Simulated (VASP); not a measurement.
Runs of VASP 6.6.1 on B. The structure is that of space group P3_221 (No. 154), or close to it. The cells are those of the table. 

```csv
task,cell,k mesh,cutoff (eV),gap on the mesh (eV),pressure (GPa),largest force (eV/Å)
single point,"a = 5.546, b = 5.546, c = 2.892 Å, angles 90.0, 90.0, 120.0°, 9 atoms",12 × 12 × 14,520,none,(b),(a)
single point,"a = 5.539, b = 5.539, c = 2.894 Å, angles 90.0, 90.0, 120.0°, 9 atoms",6 × 6 × 6,520,none,0.3,0.02
relaxation of cell and atoms,"relaxed from a = 4.787, b = 4.787, c = 2.972 Å, angles 90.0, 90.0, 120.0°, 9 atoms",6 × 6 × 6,600,none,0.4,0.03
single point,"a = 4.787, b = 4.787, c = 2.972 Å, angles 90.0, 90.0, 120.0°, 9 atoms",6 × 6 × 6,520,none,63.0,2.66
```

Alike in all rows: level PBE; potentials or basis VASP PAW PBE potentials, release 64 (B); no spin polarisation; smearing gaussian 0.1 eV.

Question: Estimate the missing entries.

Answer: (a) 0.01; (b) 0.0.

Caveats: some runs use coarse meshes; forces of over 1 eV/Å act on the atoms, so gaps and moduli don't describe the material at rest (some runs).

A gap of «none» marks levels without a gap at the run's occupations.
